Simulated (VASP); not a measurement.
# Si (Fd-3m) in VASP: vibrations by perturbation theory with PBE

Aim: the vibrations by perturbation theory of Si with PBE.

Everything below comes from runs of VASP 6.6.1. Logs are shortened: lines on timing, memory, paths and dates and some standing lists are left out, and cuts for length are marked.

### 1 The cell of the first run

It takes space group Fd-3m (No. 227, cubic). The conventional cell has a = 5.470 Å, b = 5.470 Å, c = 5.470 Å, α = 90.00°, β = 90.00°, γ = 90.00°. Si (site symmetry -43m) has 4 Si at 2.37 Å within 3.1 Å.

### 2 Vibrations by perturbation theory, PBE

Input file INCAR:

```
SYSTEM = Si
PREC = Accurate ; ENCUT = 520
EDIFF = 1E-8 ; ISMEAR = 0
SIGMA = 0.01 ; LREAL = .False.
LASPH = .True. ; NELM = 80
ALGO = Normal ; ISIF = 2
LWAVE = .False. ; LCHARG = .True.
GGA = PE ; NBANDS = 11
IBRION = 8 ; NSW = 1
LEPSILON = .True.
```

Input file KPOINTS:

```
regular mesh
0
Gamma
  8 8 8
  0 0 0
```

Input file POSCAR:

```
Si
1.0
    0.0000000000      2.7350468812      2.7350468812
    2.7350468812      0.0000000000      2.7350468812
    2.7350468812      2.7350468812      0.0000000000
Si
2
Direct
    0.7500000000      0.7500000000      0.7500000000
    0.5000000000      0.5000000000      0.5000000000
```

Potentials or basis: VASP PAW PBE potentials, release 64 (Si).

Run with:

```console
$ cat potpaw_PBE.64/Si/POTCAR > POTCAR
$ mpirun -np 1 vasp_std > vasp.out
```

OUTCAR:

```text
SYSTEM = Si
   PREC = Accurate
   ENCUT = 520
   EDIFF = 1E-8
   ISMEAR = 0
   LREAL = .False.
   LASPH = .True.
   NELM = 80
   ISIF = 2
   GGA = PE
   IBRION = 8
   NSW = 1
   LEPSILON = .True.

 ion  position               nearest neighbor table
   1  0.750  0.750  0.750-   2 2.37   2 2.37   2 2.37   2 2.37
   2  0.500  0.500  0.500-   1 2.37   1 2.37   1 2.37   1 2.37

  LATTYP: Found a face centered cubic cell.
 ALAT       =     5.4700937624

  Lattice vectors:

 A1 = (   0.0000000000,   2.7350468812,   2.7350468812)
 A2 = (   2.7350468812,   0.0000000000,   2.7350468812)
 A3 = (   2.7350468812,   2.7350468812,   0.0000000000)

Analysis of symmetry for initial positions (statically):
=====================================================================
 Subroutine PRICEL returns:
 Original cell was already a primitive cell.

 Routine SETGRP: Setting up the symmetry group for a
 face centered cubic supercell.

 Subroutine GETGRP returns: Found 48 space group operations
 (whereof 24 operations were pure point group operations)
 out of a pool of 48 trial point group operations.

The static configuration has the point symmetry T_d .
 The point group associated with its full space group is O_h .

Analysis of symmetry for dynamics (positions and initial velocities):
=====================================================================
 Subroutine PRICEL returns:
 Original cell was already a primitive cell.

 Routine SETGRP: Setting up the symmetry group for a
 face centered cubic supercell.

 Subroutine GETGRP returns: Found 48 space group operations
 (whereof 24 operations were pure point group operations)
 out of a pool of 48 trial point group operations.

The dynamic configuration has the point symmetry T_d .
 The point group associated with its full space group is O_h .

 Subroutine INISYM returns: Found 48 space group operations
 (whereof 24 operations are pure point group operations),
 and found     1 'primitive' translations

----------------------------------------------------------------------------------------

                                     Primitive cell

  volume of cell :      40.9189

  direct lattice vectors                    reciprocal lattice vectors
     0.000000000  2.735046881  2.735046881    -0.182812223  0.182812223  0.182812223
     2.735046881  0.000000000  2.735046881     0.182812223 -0.182812223  0.182812223
     2.735046881  2.735046881  0.000000000     0.182812223  0.182812223 -0.182812223

  length of vectors
     3.867940393  3.867940393  3.867940393     0.316640058  0.316640058  0.316640058

  position of ions in fractional coordinates (direct lattice)
     0.750000000  0.750000000  0.750000000
     0.500000000  0.500000000  0.500000000

  ion indices of the primitive-cell ions
   primitive index   ion index
                 1           1
                 2           2

----------------------------------------------------------------------------------------

 KPOINTS: regular mesh

Automatic generation of k-mesh.
 Grid dimensions read from file:
 generate k-points for:    8    8    8

[... 486 lines left out ...]
 ------------------------------------------------------

 Free energy of the ion-electron system (eV)
  ---------------------------------------------------
  ---------------------------------------------------
  free energy    TOTEN  =        -1.59610175 eV

  energy without entropy =       -1.59610175

------------------------ aborting loop because EDIFF is reached ----------------------------------------

--------------------------------------- Ionic step        2  -------------------------------------------

------------------------ aborting loop because EDIFF is reached ----------------------------------------

--------------------------------------- Ionic step        3  -------------------------------------------

------------------------ aborting loop because EDIFF is reached ----------------------------------------

 PIEZOELECTRIC TENSOR FIELD DIRECTION 3  (e Angst)
 -----------------------------------------------------------------------------
     0.00250 -0.00000  0.00000           (  0.00001  0.00000  0.00000)
    -0.00000  0.00250  0.00000           (  0.00000  0.00001  0.00000)
     0.00000  0.00000 -0.00862           (  0.00000  0.00000 -0.00000)

 PIEZOELECTRIC TENSOR FIELD DIRECTION 3  (C/m^2)
 -----------------------------------------------------------------------------
     0.00098 -0.00000  0.00000
    -0.00000  0.00098  0.00000
     0.00000  0.00000 -0.00338

--------------------------------------- Ionic step        4  -------------------------------------------

 Free energy of the ion-electron system (eV)
  ---------------------------------------------------
  ---------------------------------------------------
  free energy    TOTEN  =        -0.01736080 eV

  energy without entropy =       -0.01736080

------------------------ aborting loop because EDIFF is reached ----------------------------------------

 INTERNAL STRAIN TENSOR  FOR ION    1  DIRECTION 1   (eV/Angst):
 -----------------------------------------------------------------------------
     0.00560  0.00000  0.00000
     0.00000 -0.00173 -8.67594
     0.00000 -8.67594 -0.00173

 MACROSCOPIC STATIC DIELECTRIC TENSOR (including local field effects in DFT)
 ------------------------------------------------------
          14.147894    -0.000000    -0.000000
           0.000000    14.147894     0.000000
           0.000000     0.000000    14.147894
 ------------------------------------------------------

 PIEZOELECTRIC TENSOR (including local field effects)  for field in x, y, z        (e  Angst)
          XX          YY          ZZ          XY          YZ          ZX
  --------------------------------------------------------------------------------
  x     0.00000     0.00000     0.00000     0.00000    -0.00000    -0.00000
  y     0.00000     0.00000    -0.00000     0.00000     0.00000    -0.00000
  z     0.00000     0.00000     0.00000    -0.00000    -0.00000     0.00000

 PIEZOELECTRIC TENSOR (including local field effects)  for field in x, y, z        (C/m^2)
          XX          YY          ZZ          XY          YZ          ZX
  --------------------------------------------------------------------------------
  x     0.00000     0.00000     0.00000     0.00000    -0.00000    -0.00000
  y     0.00000     0.00000    -0.00000     0.00000     0.00000    -0.00000
  z     0.00000     0.00000     0.00000    -0.00000    -0.00000     0.00000

 BORN EFFECTIVE CHARGES (including local field effects) (in |e|, cummulative output)
 ---------------------------------------------------------------------------------
 ion    1
    1     0.00000     0.00000     0.00000
    2     0.00000     0.00000     0.00000
    3    -0.00000    -0.00000     0.00000
 ion    2
    1    -0.00000    -0.00000     0.00000
    2     0.00000    -0.00000     0.00000
    3     0.00000     0.00000    -0.00000

 INTERNAL STRAIN TENSOR FOR ION    2 for displacements in x,y,z  (eV/Angst):
          X           Y           Z          XY          YZ          ZX
  --------------------------------------------------------------------------------
  x    -0.00000     0.00000     0.00000     0.00000     8.67594     0.00000
  y     0.00000     0.00000     0.00000     0.00000     0.00000     8.67594
  z     0.00000     0.00000    -0.00000     8.67594     0.00000     0.00000

 SECOND DERIVATIVES (NOT SYMMETRIZED)
 ------------------------------------
               1X          1Y          1Z          2X          2Y          2Z
  1X   -13.047381    0.000000    0.000000   13.047381    0.000000    0.000000
  1Y     0.000000  -13.047381    0.000000    0.000000   13.047381    0.000000
  1Z     0.000000    0.000000  -13.047381    0.000000    0.000000   13.047381
  2X    13.047381    0.000000    0.000000  -13.047381    0.000000    0.000000
  2Y     0.000000   13.047381    0.000000    0.000000  -13.047381    0.000000
  2Z     0.000000    0.000000   13.047381    0.000000    0.000000  -13.047381

 Eigenvectors and eigenvalues of the dynamical matrix
 ----------------------------------------------------

   1 f  =   15.069199 THz    94.682572 2PiTHz  502.654383 cm-1    62.321173 meV
             X         Y         Z           dx          dy          dz
      4.102570  4.102570  4.102570     0.707107    0.000000    0.000000
      2.735047  2.735047  2.735047    -0.707107    0.000000    0.000000
[... 16 lines left out ...]
   5 f  =    0.000000 THz     0.000000 2PiTHz    0.000000 cm-1     0.000000 meV
             X         Y         Z           dx          dy          dz
      4.102570  4.102570  4.102570     0.707107    0.000000    0.000000
      2.735047  2.735047  2.735047     0.707107    0.000000    0.000000

   6 f/i=    0.000000 THz     0.000001 2PiTHz    0.000004 cm-1     0.000000 meV
             X         Y         Z           dx          dy          dz
      4.102570  4.102570  4.102570     0.000000   -0.500000   -0.500000
      2.735047  2.735047  2.735047     0.000000   -0.500000   -0.500000

--------------------------------------------------------------------------------------------------------

 MACROSCOPIC STATIC DIELECTRIC TENSOR IONIC CONTRIBUTION
 ------------------------------------------------------
           0.000000     0.000000    -0.000000
           0.000000     0.000000    -0.000000
          -0.000000    -0.000000     0.000000
 ------------------------------------------------------

 ELASTIC MODULI CONTR FROM IONIC RELAXATION (kBar)
 Direction    XX          YY          ZZ          XY          YZ          ZX
 --------------------------------------------------------------------------------
 XX          -0.0000      0.0000      0.0000      0.0000      0.0000      0.0000
 YY           0.0000     -0.0000     -0.0000      0.0000      0.0000     -0.0000
 ZZ           0.0000      0.0000     -0.0000      0.0000      0.0000      0.0000
 XY           0.0000     -0.0000      0.0000   -225.8897      0.0000     -0.0000
 YZ           0.0000      0.0000      0.0000      0.0000   -225.8897      0.0000
 ZX           0.0000     -0.0000     -0.0000      0.0000      0.0000   -225.8897
 --------------------------------------------------------------------------------

 PIEZOELECTRIC TENSOR IONIC CONTR  for field in x, y, z        (C/m^2)
          XX          YY          ZZ          XY          YZ          ZX
  --------------------------------------------------------------------------------
  x     0.00000    -0.00000    -0.00000     0.00000    -0.00000    -0.00000
  y     0.00000    -0.00000    -0.00000     0.00000     0.00000    -0.00000
  z    -0.00000     0.00000     0.00000    -0.00000     0.00000     0.00000
```

Wall time 1.9 min (1 thread of Intel Xeon 6975P-C (Granite Rapids), shared host); peak memory 0.23 GiB.

What came out:

* Electronic dielectric tensor (diagonal): 14.15
* Born charges (mean of the diagonal): Si +0.00 e
* Highest phonon frequency at Γ: 503 cm⁻¹

Phonon frequencies in cm⁻¹ (negative: imaginary):
| q point | frequencies |
| --- | --- |
| (0.000, 0.000, 0.000) | 0 0 0 503 503 503 |

Electronic dielectric tensor:
```
14.15  0.00  0.00
 0.00 14.15  0.00
 0.00  0.00 14.15
```

Born effective charge tensors (e):
atom 1, Si
```
0.00 0.00 0.00
0.00 0.00 0.00
0.00 0.00 0.00
```
atom 2, Si
```
0.00 0.00 0.00
0.00 0.00 0.00
0.00 0.00 0.00
```
